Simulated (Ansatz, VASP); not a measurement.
# PbO: VASP beside Ansatz

```xyz
4
Lattice="3.9449 0.0000 0.0000 0.0000 3.9449 0.0000 0.0000 0.0000 4.8913" Properties=species:S:1:pos:R:3 pbc="T T T"
Pb    0.0000    1.9725    1.1779
Pb    1.9725    0.0000    3.7133
O     0.0000    0.0000    0.0000
O     1.9725    1.9725    0.0000
```

Alike in both runs: functional LDA; k mesh 8 × 8 × 6; occupations fermi-dirac, width 0.02 eV; no spin polarisation.

Ansatz relaxed the structure, and its values are those at the end. VASP's run is a single point on that final structure, the one shown.

```csv
,VASP,Ansatz
version,VASP 6.6.1,Ansatz 0.2.0
potentials or method,"VASP PAW LDA potentials, release 64 (Pb_d, O), cutoff 520 eV",PAW plane waves
valence electrons in the cell,40,40
```

Ansatz gave:

* gap on the k mesh at the Fermi level (eV): 1.06
* pressure (GPa): 0.0
* rms of the force components (eV/Å): 0.000

**Question.** What did VASP give for the same quantities?

**Answer.** gap on the k mesh at the Fermi level (eV): 1.03; pressure (GPa): 0.2; rms of the force components (eV/Å): 0.029.

Ansatz warns that its potentials were made for another functional, while VASP's fit it. LDA's correlation is that of Perdew and Zunger in VASP and of Perdew and Wang (1992) in Ansatz.

Spin-orbit coupling is off throughout.
